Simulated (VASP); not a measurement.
# InSe (C2/m) in VASP: notebook

Runs on InSe. Level: PBE. Tasks: single point.

Program: VASP 6.6.1. These are calculated values, not measurements. Logs are shortened: lines on timing, memory, paths and dates and some standing lists are left out, and cuts for length are marked.

## (1) The cell of the first run

The structure is monoclinic, space group C2/m (No. 12). The conventional cell has a = 11.484 Å, b = 4.124 Å, c = 5.720 Å, α = 90.00°, β = 108.14°, γ = 90.00°. Within 3.7 Å of In (site symmetry m) lie 3 Se at 2.69 to 2.72 Å and 3 In at 2.83 to 3.67 Å. Se (site symmetry m) has 3 In at 2.69 to 2.72 Å within 3.6 Å.

## (2) Single point, PBE

The input, INCAR:

```
SYSTEM = InSe
ALGO = Normal
EDIFF = 1E-6
ENCUT = 520
GGA = PE
ISIF = 2
ISMEAR = -5
LASPH = .True.
LCHARG = .True.
LELF = .True.
LREAL = .False.
LVHAR = .True.
LWAVE = .False.
NBANDS = 27
NELM = 100
PREC = Accurate
SIGMA = 0.1
```

The input, KPOINTS:

```
k-points
0
Gamma
  10 10 6
  0 0 0
```

The input, POSCAR:

```
InSe
1.0
    5.7405051917     -2.0621134247     -0.1283008954
    5.7405051917      2.0621134247     -0.1283008954
   -1.6592270923      0.0000000000      5.4740392055
In Se
2 2
Direct
    0.8879406234      0.8879406234      0.0535545770
    0.1120593766      0.1120593766      0.9464454230
    0.6665866470      0.6665866470      0.6958343541
    0.3334133530      0.3334133530      0.3041656459
```

Potentials or basis: VASP PAW PBE potentials, release 64 (In_d, Se).

Started as:

```sh
> cat potpaw_PBE.64/In_d/POTCAR potpaw_PBE.64/Se/POTCAR > POTCAR
> mpirun -np 1 vasp_std > vasp.out
```

OUTCAR:

```text
SYSTEM = InSe
   EDIFF = 1E-6
   ENCUT = 520
   GGA = PE
   ISIF = 2
   ISMEAR = -5
   LASPH = .True.
   LREAL = .False.
   NELM = 100
   PREC = Accurate

 ion  position               nearest neighbor table
   1  0.888  0.888  0.054-   4 2.69   4 2.69   3 2.72   2 2.83   2 3.67   2 3.67
   2  0.112  0.112  0.946-   3 2.69   3 2.69   4 2.72   1 2.83   1 3.67   1 3.67
   3  0.667  0.667  0.696-   2 2.69   2 2.69   1 2.72
   4  0.333  0.333  0.304-   1 2.69   1 2.69   2 2.72

  LATTYP: Found a base centered monoclinic cell.
 ALAT       =    11.4838775639
 B/A-ratio  =     0.3591319070
 C/A-ratio  =     0.4980876207
 COS(beta)  =    -0.3113871893

  Lattice vectors:

 A1 = (   5.7405051917,  -2.0621134247,  -0.1283008954)
 A2 = (   5.7405051917,   2.0621134247,  -0.1283008954)
 A3 = (  -1.6592270923,   0.0000000000,   5.4740392055)

Analysis of symmetry for initial positions (statically):
=====================================================================
 Subroutine PRICEL returns:
 Original cell was already a primitive cell.

 Routine SETGRP: Setting up the symmetry group for a
 base centered monoclinic supercell.

 Subroutine GETGRP returns: Found  4 space group operations
 (whereof  4 operations were pure point group operations)
 out of a pool of  4 trial point group operations.

The static configuration has the point symmetry C_2h.

Analysis of symmetry for dynamics (positions and initial velocities):
=====================================================================
 Subroutine PRICEL returns:
 Original cell was already a primitive cell.

 Routine SETGRP: Setting up the symmetry group for a
 base centered monoclinic supercell.

 Subroutine GETGRP returns: Found  4 space group operations
 (whereof  4 operations were pure point group operations)
 out of a pool of  4 trial point group operations.

The dynamic configuration has the point symmetry C_2h.

 Subroutine INISYM returns: Found  4 space group operations
 (whereof  4 operations are pure point group operations),
 and found     1 'primitive' translations

----------------------------------------------------------------------------------------

                                     Primitive cell

  volume of cell :     128.7207

  direct lattice vectors                    reciprocal lattice vectors
     5.740505192 -2.062113425 -0.128300895     0.087694434 -0.242469689  0.026580917
     5.740505192  2.062113425 -0.128300895     0.087694434  0.242469689  0.026580917
    -1.659227092  0.000000000  5.474039205     0.004110776  0.000000000  0.183926471

  length of vectors
     6.100997685  6.100997685  5.719977252     0.259207270  0.259207270  0.183972403

  position of ions in fractional coordinates (direct lattice)
     0.887940623  0.887940623  0.053554577
     0.112059377  0.112059377  0.946445423
     0.666586647  0.666586647  0.695834354
     0.333413353  0.333413353  0.304165646

  ion indices of the primitive-cell ions
   primitive index   ion index
                 1           1
                 2           2
                 3           3
                 4           4

----------------------------------------------------------------------------------------

 KPOINTS: k-points

Automatic generation of k-mesh.
 Grid dimensions read from file:
 generate k-points for:   10   10    6

 Generating k-lattice:

  Cartesian coordinates                     Fractional coordinates (reciprocal lattice)
     0.008769443 -0.024246969  0.002658092     0.100000000 -0.000000000  0.000000000
     0.008769443  0.024246969  0.002658092    -0.000000000  0.100000000  0.000000000
     0.000685129  0.000000000  0.030654412     0.000000000  0.000000000  0.166666667

  Length of vectors
     0.025920727  0.025920727  0.030662067

  Shift w.r.t. Gamma in fractional coordinates (k-lattice)
     0.000000000  0.000000000  0.000000000

 TETIRR: Found    900 inequivalent tetrahedra from     3600

 Subroutine IBZKPT returns following result:
 ===========================================

 Found    172 irreducible k-points:

 Following reciprocal coordinates:
            Coordinates               Weight
  0.000000  0.000000  0.000000      1.000000
  0.100000  0.000000 -0.000000      4.000000
  0.200000  0.000000 -0.000000      4.000000
  0.300000 -0.000000 -0.000000      4.000000
  0.400000  0.000000  0.000000      4.000000
  0.500000 -0.000000  0.000000      2.000000
[... 16 lines left out ...]
  0.300000  0.300000 -0.000000      2.000000
  0.400000  0.300000  0.000000      4.000000
 [... further k-points ...]
   k-points           NKPTS =    172   k-points in BZ     NKDIM =    172   number of bands    NBANDS=     27
   number of dos      NEDOS =    301   number of ions     NIONS =      4
   total plane-waves  NPLWV = 110592
   dimension x,y,z NGX =    48 NGY =   48 NGZ =   48
   dimension x,y,z NGXF=    96 NGYF=   96 NGZF=   96
   ions per type =               2   2
   NGX,Y,Z   is equivalent  to a cutoff of  13.08, 13.08, 13.95 a.u.
   NGXF,Y,Z  is equivalent  to a cutoff of  26.16, 26.16, 27.90 a.u.
 SYSTEM =  InSe
   PREC   = accura    normal or accurate (medium, high low for compatibility)
   ISTART =      0    job   : 0-new  1-cont  2-samecut
   ICHARG =      2    charge: 1-file 2-atom 10-const
   ISPIN  =      1    spin polarized calculation?
   LNONCOLLINEAR =      F non collinear calculations
   LSORBIT =      F    spin-orbit coupling
   LASPH  =      T    aspherical Exc in radial PAW
   ENCUT  =  520.0 eV  38.22 Ry    6.18 a.u.  11.34 11.34 10.64*2*pi/ulx,y,z
   NELM   =    100;   NELMIN=  2; NELMDL= -5     # of ELM steps
   EDIFF  = 0.1E-05   stopping-criterion for ELM
   LREAL  =      F    real-space projection
   EDIFFG = 0.1E-04   stopping-criterion for IOM
   NSW    =      0    number of steps for IOM
   IBRION =     -1    ionic relax: 0-MD 1-quasi-New 2-CG
   NFREE  =      0    steps in history (QN), initial steepest desc. (CG)
   ISIF   =      2    stress and relaxation
   ISYM   =      2    0-nonsym 1-usesym 2-fastsym
   POTIM  = 0.5000    time-step for ionic-motion
   TEBEG  =    0.0;   TEEND  =   0.0 temperature during run
   PSTRESS=    0.0 pullay stress
   NELECT =      38.0000    total number of electrons
   NUPDOWN=      -1.0000    fix difference up-down
   EMIN   =  10.00;   EMAX   =-10.00  energy-range for DOS
   EFERMI =   0.00;   METHOD = LEGACY
   ISMEAR =    -5;   SIGMA  =   0.10  broadening in eV -4-tet -1-fermi 0-gaus
   EFERMI_NEDOS =   21; number of points for ismear=-14 and -15
   IALGO  =     38    algorithm
   IMIX   =      4    mixing-type and parameters
     AMIX     =   0.40;   BMIX     =  1.00
     AMIX_MAG =   1.60;   BMIX_MAG =  1.00
  volume/ion in A,a.u.               =      32.18       217.16
  Fermi-wavevector in a.u.,A,eV,Ry     =   1.090067  2.059928 16.167071  1.188246
  Thomas-Fermi vector in A             =   2.226284
   LORBIT       =      0    0 simple, 1 ext, 2 COOP (PROOUT), +10 PAW based schemes
   GGA     = PE    functional components
   LHFCALC =     F    Hartree Fock is set to
   AEXX    =    0.0000 exact exchange contribution
   IVDW    =     0    specifies the selected vdW correction
   LEPSILON=     F    determine dielectric tensor
   LRPA    =     F    only Hartree local field effects (RPA)
 non-spin polarized calculation
 Fermi weights with tetrahedron method with Bloechl corrections
  energy-cutoff  :      520.00
  volume of cell :      128.72
 maximum number of plane-waves:      3500
 NGX is ok and might be reduce to    48
   NGX = 23   NGY = 23   NGZ = 21

 number of electron      38.0000002 magnetization

 Free energy of the ion-electron system (eV)
  ---------------------------------------------------
  ext. energy  EPLUGINS =         0.00000000
  ---------------------------------------------------
  free energy    TOTEN  =       -14.08618640 eV

  energy without entropy =      -14.08618640  energy(sigma->0) =      -14.08618640

 E-fermi :   3.0856     XC(G=0):  -8.4280

 val. band max:        3.0460986246   @ k =   0.5000   0.5000   0.0000
 cond. band min:       4.1154692806   @ k =   0.0000   0.0000   0.5000
 fundamental gap:      1.0693706560
 Fermi energy:         3.0855772470

 k-point     1 :       0.0000    0.0000    0.0000
  band No.  band energies     occupation
      1     -11.5358      2.00000
      2     -11.4332      2.00000
      3     -11.2722      2.00000
      4     -11.2338      2.00000
      5     -11.2008      2.00000
      6     -11.1998      2.00000
[... 19 lines left out ...]
     26       9.3724      0.00000
     27      10.5524      0.00000

 k-point     2 :       0.1000    0.0000   -0.0000
  band No.  band energies     occupation
      1     -11.5338      2.00000
      2     -11.4328      2.00000
      3     -11.3027      2.00000
      4     -11.2261      2.00000
      5     -11.2106      2.00000
      6     -11.1926      2.00000
[... 19 lines left out ...]
     26       9.2785      0.00000
     27      10.8228      0.00000

 k-point     3 :       0.2000    0.0000   -0.0000
  band No.  band energies     occupation
      1     -11.5301      2.00000
      2     -11.4315      2.00000
      3     -11.3621      2.00000
      4     -11.2287      2.00000
      5     -11.2121      2.00000
      6     -11.1842      2.00000
[... 19 lines left out ...]
     26       9.3368      0.00000
     27      10.5498      0.00000

 k-point     4 :       0.3000   -0.0000   -0.0000
  band No.  band energies     occupation
      1     -11.5317      2.00000
      2     -11.4299      2.00000
      3     -11.4134      2.00000
      4     -11.2493      2.00000
      5     -11.2017      2.00000
      6     -11.1912      2.00000
[... 19 lines left out ...]
     26      10.0362      0.00000
     27      10.5333      0.00000
[... 516 lines left out ...]
      4     -11.2522      2.00000
      5     -11.1954      2.00000
      6     -11.1833      2.00000
[... 19 lines left out ...]
     26      10.2739      0.00000
     27      10.3398      0.00000

 k-point    23 :       0.3000    0.3000   -0.0000
  band No.  band energies     occupation
      1     -11.5075      2.00000
      2     -11.4382      2.00000
      3     -11.3114      2.00000
      4     -11.2573      2.00000
      5     -11.2152      2.00000
      6     -11.2114      2.00000
[... 19 lines left out ...]
     26       9.3476      0.00000
     27      10.5081      0.00000

 k-point    24 :       0.4000    0.3000    0.0000
  band No.  band energies     occupation
      1     -11.5064      2.00000
      2     -11.4358      2.00000
      3     -11.3156      2.00000
      4     -11.2757      2.00000
      5     -11.2336      2.00000
      6     -11.1986      2.00000
[... 19 lines left out ...]
     26       9.1619      0.00000
     27      10.4185      0.00000

 [... further k-points ...]

------------------------ aborting loop because EDIFF is reached ----------------------------------------

  FORCE on cell =-STRESS in cart. coord.  units (eV):
  Direction    XX          YY          ZZ          XY          YZ          ZX
  --------------------------------------------------------------------------------------
  -------------------------------------------------------------------------------------
  Total        0.0112146      0.0312941      0.0323554      0.0000000      0.0000000     -0.0204372
  in kB        0.1395871      0.3895148      0.4027258      0.0000000      0.0000000     -0.2543800
  external PRESSURE =       0.3106092 kB  Pullay stress =       0.0000000 kB

 VOLUME and BASIS-vectors are now :
 -----------------------------------------------------------------------------
  energy-cutoff  :      520.00
  volume of cell :      128.72
      direct lattice vectors                 reciprocal lattice vectors
     5.740505192 -2.062113425 -0.128300895     0.087694434 -0.242469689  0.026580917
     5.740505192  2.062113425 -0.128300895     0.087694434  0.242469689  0.026580917
    -1.659227092  0.000000000  5.474039205     0.004110776  0.000000000  0.183926471

 POSITION                                       TOTAL-FORCE (eV/Angst)
 -----------------------------------------------------------------------------------
     10.10560      0.00000      0.06531         0.010038      0.000000     -0.007189
     -0.28381      0.00000      5.15212        -0.010038      0.000000      0.007189
      6.49854      0.00000      3.63798         0.004446      0.000000     -0.008957
      3.32324      0.00000      1.57946        -0.004446      0.000000      0.008957
 -----------------------------------------------------------------------------------
    total drift:                               -0.000000     -0.000000      0.000000

  FREE ENERGIE OF THE ION-ELECTRON SYSTEM (eV)
  ---------------------------------------------------
  free  energy   TOTEN  =       -14.0861863967 eV

  energy  without entropy=      -14.0861863967  energy(sigma->0) =      -14.08618640
```

Wall time 5.2 min (1 thread of Intel Xeon 6975P-C (Granite Rapids), shared host); peak memory 0.69 GiB.

What came out:

```
Free energy            : -14.0862 eV
Pressure               : 0.0 GPa
Largest force          : 0.012 eV/Å
Band gap on the k mesh : 1.07 eV (least direct gap 1.14 eV)
```

Forces in eV/Å, atoms in the order of the input:
```
In   0.010  0.000 -0.007
In  -0.010  0.000  0.007
Se   0.004  0.000 -0.009
Se  -0.004  0.000  0.009
```

Levels at points of the mesh, in eV from the valence-band top:
| k point | band 15 | band 16 | band 17 | band 18 | band 19 | band 20 | band 21 | band 22 | band 23 | band 24 |
| --- | --- | --- | --- | --- | --- | --- | --- | --- | --- | --- |
| (0.00, 0.00, 0.00) | -3.39 | -2.02 | -1.91 | -1.15 | -1.14 | 2.12 | 2.52 | 3.21 | 4.53 | 5.41 |
| (0.50, 0.00, 0.00) | -2.54 | -2.39 | -2.10 | -1.90 | -1.18 | 1.51 | 2.33 | 3.74 | 3.79 | 4.27 |
| (0.50, 0.50, 0.00) | -2.49 | -2.19 | -1.43 | -0.87 | 0.00 | 1.47 | 2.50 | 3.75 | 3.78 | 5.10 |
| (0.00, 0.00, 0.50) | -2.43 | -1.83 | -1.52 | -1.15 | -0.84 | 1.07 | 1.74 | 3.43 | 4.07 | 5.87 |
| (0.50, 0.00, 0.50) | -3.00 | -2.76 | -2.07 | -1.95 | -1.22 | 2.30 | 2.93 | 3.61 | 4.43 | 5.37 |
| (0.50, 0.50, 0.50) | -2.43 | -1.85 | -1.26 | -1.08 | -0.31 | 1.88 | 2.69 | 3.67 | 4.89 | 5.22 |

Caveat: spin-orbit coupling is left out, which moves the levels of the heavy elements.

(Continued in part 2 of 2.)
